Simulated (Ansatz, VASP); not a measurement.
Be: VASP beside Ansatz

The input INCAR:

```
SYSTEM = Be
PREC     = Accurate       ! precision mode
ENCUT    = 600            ! plane-wave cutoff, eV
EDIFF    = 1E-6           ! SCF threshold, eV
ISMEAR   = -1             ! smearing method
SIGMA    = 0.1            ! smearing width, eV
LREAL    = .FALSE.        ! projectors in reciprocal space
LASPH    = .TRUE.         ! aspherical terms in the spheres
NELM     = 60             ! most SCF steps
ALGO     = Normal         ! electronic algorithm
ISIF     = 3              ! what is computed and relaxed
LWAVE    = .FALSE.        ! write WAVECAR
LCHARG   = .FALSE.        ! write CHGCAR
GGA      = PS             ! functional
IBRION   = 2              ! ionic algorithm
NSW      = 80             ! ionic steps
EDIFFG   = -0.01          ! ionic threshold
```

Contents of KPOINTS:

```
Automatic mesh
0
G
  16 16 9
  0 0 0
```

File POSCAR:

```
Be
1.0
    2.2865984029      0.0000000000      0.0000000000
   -1.1432992015      1.9802523052      0.0000000000
    0.0000000000      0.0000000000      3.5833000000
Be
2
Direct
    0.3333333333      0.6666666667      0.2500000000
    0.6666666667      0.3333333333      0.7500000000
```

Input for Ansatz:

```yaml
crystal:
  lattice:
    - [2.2865984029, 0.0, 0.0]
    - [-1.1432992015, 1.9802523052, 0.0]
    - [0.0, 0.0, 3.5833]
  atoms:
    - { symbol: Be, position: [0.3333333333, 0.6666666667, 0.25] }
    - { symbol: Be, position: [0.6666666667, 0.3333333333, 0.75] }
hamiltonian:
  xc: pbesol
  pseudopotentials:
    kind: paw
    azcp:
      Be: "pseudopotentials/Be.paw.azcp"
basis:
  ecutwfc: 420
  fft_grid_basis: typed
kpoints:
  mp_grid: { grid: [16, 16, 9], shift: [0, 0, 0] }
magnetization:
  spin_polarized: false
scf:
  occupations: { method: fermi_dirac, width: 0.1 }
relax:
  max_steps: 60
  f_tol: 0.01
  cell: {}
```

Alike in both runs: task relaxation of cell and atoms; functional PBEsol; k mesh 16 × 16 × 9; occupations fermi-dirac, width 0.1 eV; no spin polarisation.

```csv
,VASP,Ansatz
version,VASP 6.6.1,Ansatz 0.2.0
potentials or method,"VASP PAW PBE potentials, release 64 (Be), cutoff 600 eV","plane waves (420 eV) with PAW, scalar-relativistic"
valence electrons in the cell,4,4
```

```csv
,VASP,Ansatz,Ansatz less VASP
relaxed volume (Å³/atom),7.86,7.84,-0.019
relaxed cell length with the largest relative difference (Å),2.260,2.258,-0.0018
```

VASP's potentials were made for PBE, not for PBEsol, and Ansatz warns of the same on its side.
